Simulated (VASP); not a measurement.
# TiPd2: single point with LDA

The system is TiPd2.

```
CELL_PARAMETERS angstrom
-1.09788 1.55783 3.33857
1.09788 -1.55783 3.33857
1.09788 1.55783 -3.33857
ATOMIC_POSITIONS crystal
Ti 0.00000 0.00000 0.00000
Pd 0.66388 0.66388 0.00000
Pd 0.33612 0.33612 0.00000
```

```
Program                : VASP 6.6.1
Task                   : single point
Functional             : LDA
Potentials or basis    : VASP PAW LDA potentials, release 64 (Ti_sv, Pd)
Cutoff                 : 520 eV
k mesh                 : 16 × 16 × 16
Occupations            : fermi-dirac, width 0.05 eV
Spin                   : no spin polarisation
Dipole correction      : no
Further INCAR settings : ALGO = Normal; EDIFF = 1e-06; NBANDS = 23
```

```yaml
Pressure: 562.6 GPa
Largest_force: 0.066 eV/Å
Band_gap_on_the_k_mesh: zero (band 16 reaches 26.90 eV, above the bottom of band 17 at 22.94 eV)
```

Forces in eV/Å, atoms in the order of the input:
```
Ti   0.000  0.000  0.000
Pd   0.000  0.000  0.066
Pd   0.000  0.000 -0.066
```

Stress tensor (GPa, compression positive):
```
560.54   0.00   0.00
  0.00 564.13   0.00
  0.00   0.00 563.12
```

Levels at points of the mesh, in eV from the Fermi level:
```
           k point  band 13  band 14  band 15  band 16  band 17  band 18  band 19  band 20
(0.00, 0.00, 0.00)    -4.00    -3.81    -2.49    -1.72    -1.11     0.17     3.59     4.95
(0.50, 0.00, 0.00)    -4.65    -3.22    -1.98    -1.22     0.22     2.26     3.18     3.96
(0.00, 0.50, 0.00)    -2.61    -2.27     1.68     2.48     2.70     4.12     5.16     6.04
(0.50, 0.50, 0.00)    -4.42    -2.55    -0.30     0.68     2.30     2.50     3.50     6.53
(0.50, 0.50, 0.50)    -5.60    -3.18    -2.76    -1.74    -0.21     4.50     4.64     4.93
```

It took 5.6 min on 1 thread of Intel(R) Xeon(R) Platinum 8559C (Emerald Rapids), on a shared host, peak memory 0.42 GiB.
